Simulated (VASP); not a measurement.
# Gd (Fm-3m) in VASP: notebook

Runs on Gd. Level: LDA. Tasks: single point.

All numbers are computed with VASP 6.6.1; they aren't measurements. Logs are shortened: lines on timing, memory, paths and dates and some standing lists are left out, and cuts for length are marked.

### Step 1. The cell of the first run

The structure is cubic, space group Fm-3m (No. 225). The conventional cell has a = 5.172 Å, b = 5.172 Å, c = 5.172 Å, α = 90.00°, β = 90.00°, γ = 90.00°. Gd (site symmetry m-3m) has 12 Gd at 3.66 Å within 4.8 Å.

This isn't the form of Gd at room conditions, which is hcp.

### Step 2. Single point, LDA, collinear spin, ferromagnetic start

INCAR

```
SYSTEM = Gd
PREC     = Accurate       ! precision mode
ENCUT    = 520            ! plane-wave cutoff, eV
EDIFF    = 1E-6           ! SCF threshold, eV
ISMEAR   = 1              ! smearing method
SIGMA    = 0.2            ! smearing width, eV
LREAL    = .FALSE.        ! projectors in reciprocal space
LASPH    = .TRUE.         ! aspherical terms in the spheres
NELM     = 150            ! most SCF steps
ALGO     = Normal         ! electronic algorithm
ISIF     = 2              ! what is computed and relaxed
LWAVE    = .FALSE.        ! write WAVECAR
LCHARG   = .FALSE.        ! write CHGCAR
ISPIN    = 2              ! spin polarisation
MAGMOM   = 7              ! initial moments
LORBIT   = 11             ! projections on sites
LMAXMIX  = 6              ! l up to which the mixer works
GGA      = CA             ! functional
NBANDS   = 19             ! bands
```

KPOINTS

```
regular mesh
0
G
  6 6 6
  0 0 0
```

POSCAR

```
Gd
1.0
    0.0000000000      2.5858190000      2.5858190000
    2.5858190000      0.0000000000      2.5858190000
    2.5858190000      2.5858190000      0.0000000000
Gd
1
Direct
    0.0000000000      0.0000000000      0.0000000000
```

Potentials or basis: VASP PAW PBE potentials, release 64 (Gd).

Command:

```
> cat potpaw_PBE.64/Gd/POTCAR > POTCAR
> mpirun -np 1 vasp_std > vasp.out
```

OUTCAR:

```text
SYSTEM = Gd
   PREC = Accurate
   ENCUT = 520
   EDIFF = 1E-6
   ISMEAR = 1
   LREAL = .FALSE.
   LASPH = .TRUE.
   NELM = 150
   ISIF = 2
   ISPIN = 2
   LORBIT = 11
   GGA = CA

 ion  position               nearest neighbor table
   1  0.000  0.000  0.000-

  LATTYP: Found a face centered cubic cell.
 ALAT       =     5.1716380000

  Lattice vectors:

 A1 = (   0.0000000000,   2.5858190000,   2.5858190000)
 A2 = (   2.5858190000,   0.0000000000,   2.5858190000)
 A3 = (   2.5858190000,   2.5858190000,   0.0000000000)

Analysis of symmetry for initial positions (statically):
=====================================================================
 Subroutine PRICEL returns:
 Original cell was already a primitive cell.

 Routine SETGRP: Setting up the symmetry group for a
 face centered cubic supercell.

 Subroutine GETGRP returns: Found 48 space group operations
 (whereof 48 operations were pure point group operations)
 out of a pool of 48 trial point group operations.

The static configuration has the point symmetry O_h .

Analysis of symmetry for dynamics (positions and initial velocities):
=====================================================================
 Subroutine PRICEL returns:
 Original cell was already a primitive cell.

 Routine SETGRP: Setting up the symmetry group for a
 face centered cubic supercell.

 Subroutine GETGRP returns: Found 48 space group operations
 (whereof 48 operations were pure point group operations)
 out of a pool of 48 trial point group operations.

The dynamic configuration has the point symmetry O_h .

Analysis of structural, dynamic, and magnetic symmetry:
=====================================================================
 Subroutine PRICEL returns:
 Original cell was already a primitive cell.

 Routine SETGRP: Setting up the symmetry group for a
 face centered cubic supercell.

 Subroutine GETGRP returns: Found 48 space group operations
 (whereof 48 operations were pure point group operations)
 out of a pool of 48 trial point group operations.

The overall configuration has the point symmetry O_h .

 Subroutine INISYM returns: Found 48 space group operations
 (whereof 48 operations are pure point group operations),
 and found     1 'primitive' translations

----------------------------------------------------------------------------------------

                                     Primitive cell

  volume of cell :      34.5800

  direct lattice vectors                    reciprocal lattice vectors
     0.000000000  2.585819000  2.585819000    -0.193362335  0.193362335  0.193362335
[... 92 lines left out ...]
   IALGO  =     38    algorithm
   IMIX   =      4    mixing-type and parameters
     AMIX     =   0.40;   BMIX     =  1.00
     AMIX_MAG =   1.60;   BMIX_MAG =  1.00
  volume/ion in A,a.u.               =      34.58       233.36
  Fermi-wavevector in a.u.,A,eV,Ry     =   1.316914  2.488607 23.596088  1.734264
  Thomas-Fermi vector in A             =   2.446993
   LORBIT       =     11    0 simple, 1 ext, 2 COOP (PROOUT), +10 PAW based schemes
   GGA     = CA    functional components
   LHFCALC =     F    Hartree Fock is set to
   AEXX    =    0.0000 exact exchange contribution
   IVDW    =     0    specifies the selected vdW correction
   LEPSILON=     F    determine dielectric tensor
   LRPA    =     F    only Hartree local field effects (RPA)
 spin polarized calculation
 Methfessel and Paxton  Order N= 1 SIGMA  =   0.20
  energy-cutoff  :      520.00
  volume of cell :       34.58
 maximum number of plane-waves:       941
   NGX = 13   NGY = 13   NGZ = 13

 number of electron      18.0000002 magnetization       7.1399086

 Free energy of the ion-electron system (eV)
  ---------------------------------------------------
  ext. energy  EPLUGINS =         0.00000000
  ---------------------------------------------------
  free energy    TOTEN  =       -11.55660371 eV

  energy without entropy =      -11.57484592  energy(sigma->0) =      -11.56268445

 E-fermi :   2.5012     XC(G=0): -10.0508

 val. band max:        2.4858811943   @ k =   0.3333   0.1667   0.0000
 cond. band min:       2.5193925285   @ k =   0.5000   0.3333   0.1667
 fundamental gap:      0.0335113342
 Fermi energy:         2.5011851244

 spin component 1

 k-point     1 :       0.0000    0.0000    0.0000
  band No.  band energies     occupation
      1     -42.2972      1.00000
      2     -19.5583      1.00000
      3     -19.5583      1.00000
      4     -19.5583      1.00000
      5      -2.3080      1.00000
      6      -1.9823      1.00000
[... 328 lines left out ...]
      5      -1.9678      1.00000
      6      -1.9649      1.00000
[... 11 lines left out ...]
     18       9.8077      0.00000
     19      10.4486      0.00000
 Fermi energy:         2.5011851244

 spin component 2

 k-point     1 :       0.0000    0.0000    0.0000
  band No.  band energies     occupation
      1     -39.4489      1.00000
      2     -17.4005      1.00000
      3     -17.4005      1.00000
      4     -17.4005      1.00000
      5      -1.8234      1.00000
      6       2.6282      0.06484
[... 329 lines left out ...]
      6       2.4466      0.72166
[... 11 lines left out ...]
     18      10.8532      0.00000
     19      11.2631      0.00000

------------------------ aborting loop because EDIFF is reached ----------------------------------------

  FORCE on cell =-STRESS in cart. coord.  units (eV):
  Direction    XX          YY          ZZ          XY          YZ          ZX
  --------------------------------------------------------------------------------------
  -------------------------------------------------------------------------------------
  Total       -1.2449704     -1.2449704     -1.2449704      0.0000000      0.0000000      0.0000000
  in kB      -57.6826540    -57.6826540    -57.6826540      0.0000000      0.0000000      0.0000000
  external PRESSURE =     -57.6826540 kB  Pullay stress =       0.0000000 kB

 VOLUME and BASIS-vectors are now :
 -----------------------------------------------------------------------------
  energy-cutoff  :      520.00
  volume of cell :       34.58
      direct lattice vectors                 reciprocal lattice vectors
     0.000000000  2.585819000  2.585819000    -0.193362335  0.193362335  0.193362335
     2.585819000  0.000000000  2.585819000     0.193362335 -0.193362335  0.193362335
     2.585819000  2.585819000  0.000000000     0.193362335  0.193362335 -0.193362335

 POSITION                                       TOTAL-FORCE (eV/Angst)
 -----------------------------------------------------------------------------------
      0.00000      0.00000      0.00000         0.000000      0.000000      0.000000
 -----------------------------------------------------------------------------------
    total drift:                               -0.000000     -0.000000     -0.000000

  FREE ENERGIE OF THE ION-ELECTRON SYSTEM (eV)
  ---------------------------------------------------
  free  energy   TOTEN  =       -11.5566037147 eV

  energy  without entropy=      -11.5748459164  energy(sigma->0) =      -11.56268445

 total charge

# of ion       s       p       d       f       tot
--------------------------------------------------
    1        2.070   5.522   0.550   7.044  15.186

 magnetization (x)

# of ion       s       p       d       f       tot
--------------------------------------------------
    1        0.003  -0.048   0.110   6.743   6.808
```

OSZICAR:

```text
N       E                     dE             d eps       ncg     rms          rms(c)
DAV:   1     0.991480009437E+02    0.99148E+02   -0.64420E+03  1568   0.477E+03
DAV:   2     0.568260688424E+01   -0.93465E+02   -0.82100E+02  1581   0.318E+02
DAV:   3    -0.809996330532E+01   -0.13783E+02   -0.13426E+02  1826   0.101E+02
DAV:   4    -0.979148563469E+01   -0.16915E+01   -0.16791E+01  2396   0.263E+01
[... 13 lines left out ...]
DAV:  18    -0.115575306923E+02   -0.77389E-03   -0.27813E-03  1871   0.125E+00    0.431E+00
DAV:  19    -0.115567346317E+02    0.79606E-03   -0.81391E-04  1887   0.681E-01    0.110E+00
DAV:  20    -0.115566025017E+02    0.13213E-03   -0.25964E-04  2011   0.370E-01    0.404E-01
DAV:  21    -0.115566036132E+02   -0.11115E-05   -0.30434E-05  2218   0.672E-02    0.149E-01
DAV:  22    -0.115566037147E+02   -0.10146E-06   -0.17392E-06  1280   0.384E-02
   1 F= -.11556604E+02 E0= -.11562684E+02  d E =0.182422E-01  mag=     7.1401
```

Run time: 92 s. Hardware: 1 thread of Intel Xeon 8259CL, shared host; peak memory 0.17 GiB.

What came out:

| Item | Value |
| --- | --- |
| Free energy | -11.5566 eV |
| Pressure | -5.8 GPa |
| Net moment | 7.14 μB per cell |
| Site moments | Gd +6.81 μB |
| Valence electrons inside the program's atomic spheres | Gd 15.19 |

Levels at points of the mesh, in eV from the Fermi level:
Spin up:
```tsv
k point	band 8	band 9	band 10	band 11	band 12	band 13	band 14	band 15	band 16	band 17
(0.00, 0.00, 0.00)	-4.46	-4.46	-4.37	-4.37	-4.37	1.42	1.42	1.42	3.52	3.52
(0.50, 0.00, 0.00)	-4.38	-4.38	-4.37	-4.36	-2.26	0.98	1.25	1.25	5.13	5.13
(0.50, 0.50, 0.00)	-4.42	-4.39	-4.39	-4.34	-2.01	-1.22	2.43	5.14	5.61	5.61
```
Spin down:
| k point | band 1 | band 2 | band 3 | band 4 | band 5 | band 6 | band 7 | band 8 | band 9 | band 10 |
| --- | --- | --- | --- | --- | --- | --- | --- | --- | --- | --- |
| (0.00, 0.00, 0.00) | -41.95 | -19.90 | -19.90 | -19.90 | -4.32 | 0.13 | 0.30 | 0.30 | 0.30 | 0.55 |
| (0.50, 0.00, 0.00) | -41.88 | -20.67 | -20.00 | -20.00 | -1.69 | 0.15 | 0.32 | 0.32 | 0.35 | 0.48 |
| (0.50, 0.50, 0.00) | -41.86 | -20.62 | -20.18 | -20.18 | -1.51 | -0.58 | 0.33 | 0.35 | 0.35 | 0.35 |

Caveat: the cell stands under tension; the PAW data sets were made with another functional, which shifts forces and pressure a little; spin-orbit coupling is left out, which moves the levels of the heavy elements; semilocal functionals describe open f shells poorly, which spoils levels, moments and volumes. The state reached can hang on the start; a lower one may exist.

### Step 3. Single point, LDA, collinear spin, ferromagnetic start

INCAR

```
ALGO     = Normal         # electronic algorithm
EDIFF    = 1E-6           # SCF threshold, eV
ENCUT    = 520            # plane-wave cutoff, eV
GGA      = CA             # functional
ISIF     = 2              # what is computed and relaxed
ISMEAR   = 1              # smearing method
ISPIN    = 2              # spin polarisation
LASPH    = T              # aspherical terms in the spheres
LCHARG   = T              # write CHGCAR
LELF     = T              # ELF
LMAXMIX  = 6              # l up to which the mixer works
LORBIT   = 11             # projections on sites
LREAL    = F              # projectors in reciprocal space
LVHAR    = T            
LWAVE    = F              # write WAVECAR
MAGMOM   = 7              # initial moments
NBANDS   = 19             # bands
NELM     = 150            # most SCF steps
PREC     = Accurate       # precision mode
SIGMA    = 0.2            # smearing width, eV
```

KPOINTS

```
k-points
0
Gamma
  6 6 6
```

POSCAR is that of step 2.

Potentials or basis: VASP PAW PBE potentials, release 64 (Gd).

Command:

```
> cat potpaw_PBE.64/Gd/POTCAR > POTCAR
> mpirun -np 1 vasp_std > vasp.out
```

It took 88 s on 1 thread of Intel Xeon 8259CL, shared host; peak memory 0.17 GiB.

Results (log left out):

| Quantity | Value |
| --- | --- |
| Free energy | -11.5566 eV |
| Pressure | -5.8 GPa |
| Net moment | 7.14 μB per cell |
| Site moments | Gd +6.81 μB |
| Valence electrons inside the program's atomic spheres | Gd 15.19 |

Levels at points of the mesh, in eV from the Fermi level:
Spin up:
| k point | band 9 | band 10 | band 11 | band 12 | band 13 | band 14 | band 15 | band 16 |
| --- | --- | --- | --- | --- | --- | --- | --- | --- |
| (0.00, 0.00, 0.00) | -4.46 | -4.37 | -4.37 | -4.37 | 1.42 | 1.42 | 1.42 | 3.52 |
| (0.50, 0.00, 0.00) | -4.38 | -4.37 | -4.36 | -2.26 | 0.98 | 1.25 | 1.25 | 5.13 |
| (0.50, 0.50, 0.00) | -4.39 | -4.39 | -4.34 | -2.01 | -1.22 | 2.43 | 5.14 | 5.61 |
Spin down:
| k point | band 3 | band 4 | band 5 | band 6 | band 7 | band 8 |
| --- | --- | --- | --- | --- | --- | --- |
| (0.00, 0.00, 0.00) | -19.90 | -19.90 | -4.32 | 0.13 | 0.30 | 0.30 |
| (0.50, 0.00, 0.00) | -20.00 | -20.00 | -1.69 | 0.15 | 0.32 | 0.32 |
| (0.50, 0.50, 0.00) | -20.18 | -20.18 | -1.51 | -0.58 | 0.33 | 0.35 |

Caveat: the cell stands under tension; the PAW data sets were made with another functional, which shifts forces and pressure a little; spin-orbit coupling is left out, which moves the levels of the heavy elements; semilocal functionals describe open f shells poorly, which spoils levels, moments and volumes. The state reached can hang on the start; a lower one may exist.
